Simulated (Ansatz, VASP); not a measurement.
## One calculation of InSe, two programs

```
In Se
1.0
     2.03923    1.17735    8.60553
    -2.03923    1.17735    8.60553
     0.00000   -2.35469    8.60553
In Se
2 2
Cartesian
  0.0000 0.0000 22.9406
  0.0000 0.0000 0.0000
  0.0000 0.0000 4.4379
  0.0000 0.0000 9.9007
```

Change from the starting cell: volume scaled by 1.06.

Alike in both runs: task single point; functional LDA; k mesh 8 × 8 × 8; occupations fermi-dirac, width 0.05 eV; no spin polarisation.

|  | VASP | Ansatz |
| --- | --- | --- |
| version | VASP 6.6.1 | Ansatz 0.2.0 |
| potentials or method | VASP PAW LDA potentials, release 64 (In_d, Se), cutoff 520 eV | all-electron LAPW, scalar-relativistic |

|  | VASP | Ansatz | Ansatz less VASP |
| --- | --- | --- | --- |
| gap on the k mesh at the Fermi level (eV) | 0.10 | 0.09 | -0.007 |
| least direct gap on the mesh (eV) | 0.10 | 0.09 | -0.007 |
| pressure (GPa) | -3.8 | -3.9 | -0.06 |
| traceless stress, the component that is largest in VASP (GPa) | -0.57 | -0.59 | -0.012 |
| rms of the force components (eV/Å) | 0.179 | 0.188 | +0.0087 |

LDA's correlation is that of Perdew and Zunger in VASP and of Perdew and Wang (1992) in Ansatz. Atom by atom the forces differ by 0.010 eV/Å (rms over components). Ansatz ran all-electron here, and VASP with PAW potentials.
